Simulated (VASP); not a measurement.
Write the native input for VASP 6.6.1 that does the following.

```yaml
Task: single point
Functional: RPBE
Potentials_or_basis: VASP PAW PBE potentials, release 64 (Al, N)
Cutoff: 520 eV
k_mesh: 10 × 10 × 6
Occupations: fermi-dirac, width 0.05 eV
Spin: no spin polarisation
Dipole_correction: no
Further_INCAR_settings: ALGO = Normal; EDIFF = 1e-06; NBANDS = 16
```

The structure of AlN lies in POSCAR:

```
AlN
1.0
    3.1490566054      0.0000000000      0.0000000000
   -1.5745283027      2.7271630183      0.0000000000
    0.0000000000      0.0000000000      5.0494960382
Al N
2 2
Direct
    0.6666666667      0.3333333333      0.4992520591
    0.3333333333      0.6666666667     -0.0007479409
    0.6666666667      0.3333333333      0.8807479409
    0.3333333333      0.6666666667      0.3807479409
```

These files were run (other wordings do the same):

INCAR

```
  ALGO = Normal
  EDIFF = 1E-6
  ENCUT = 520
  GGA = RP
  ISIF = 2
  ISMEAR = -1
  LASPH = T
  LCHARG = F
  LREAL = F
  LWAVE = F
  NBANDS = 16
  NELM = 100
  PREC = Accurate
  SIGMA = 0.05
```

KPOINTS

```
k-points
0
Gamma
  10 10 6
```

Potentials or basis: VASP PAW PBE potentials, release 64 (Al, N).

The run is started by

```sh
$ cat potpaw_PBE.64/Al/POTCAR potpaw_PBE.64/N/POTCAR > POTCAR
$ mpirun -np 1 vasp_std > vasp.out
```

Results of the run:

* Pressure: -0.6 GPa
* Band gap on the k mesh: 3.93 eV, direct

Caveat: the PAW data sets were made with another functional, which shifts forces and pressure a little.

Wall time 12 s on 1 thread of Intel(R) Xeon(R) 6975P-C (Granite Rapids), with other jobs on the host, peak memory 0.17 GiB.
